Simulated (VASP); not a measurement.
Wanted: the native input for a VASP 6.6.1 run.

```
Task                   : single point
Functional             : PBEsol
Potentials or basis    : VASP PAW PBE potentials, release 64 (Hf_pv, N)
Cutoff                 : 520 eV
k mesh                 : 10 × 10 × 10
Occupations            : methfessel-paxton, width 0.1 eV
Spin                   : no spin polarisation
Dipole correction      : no
Further INCAR settings : ALGO = Normal; EDIFF = 1e-07; NBANDS = 14
```

The structure of HfN lies in POSCAR:

```
HfN
1.0
    3.1482504191      0.0000000000      0.0000000000
    1.5741252096      2.7264648404      0.0000000000
    1.5741252096      0.9088216135      2.5705357031
Hf N
1 1
Direct
    0.0000000000      0.0000000000      0.0000000000
    0.5000000000      0.5000000000      0.5000000000
```

These files were run (other wordings do the same):

INCAR

```
  PREC = Accurate
  ENCUT = 520
  EDIFF = 1E-7
  ISMEAR = 1
  SIGMA = 0.1
  LREAL = F
  LASPH = T
  NELM = 60
  ALGO = Normal
  ISIF = 2
  LWAVE = F
  LCHARG = T
  GGA = PS
  LELF = T
  LVHAR = T
  NBANDS = 14
```

KPOINTS

```
Automatic mesh
0
Gamma
  10 10 10
```

Potentials or basis: VASP PAW PBE potentials, release 64 (Hf_pv, N).

Command:

```console
$ cat potpaw_PBE.64/Hf_pv/POTCAR potpaw_PBE.64/N/POTCAR > POTCAR
$ mpirun -np 1 vasp_std > vasp.out
```

It gave:

The pressure is 7.9 GPa.

Caveat: the PAW data sets were made with another functional, which shifts forces and pressure a little.

Wall time 7.6 s on 1 thread of Intel(R) Xeon(R) Platinum 8559C (Emerald Rapids), with other jobs on the host, peak memory 0.15 GiB.
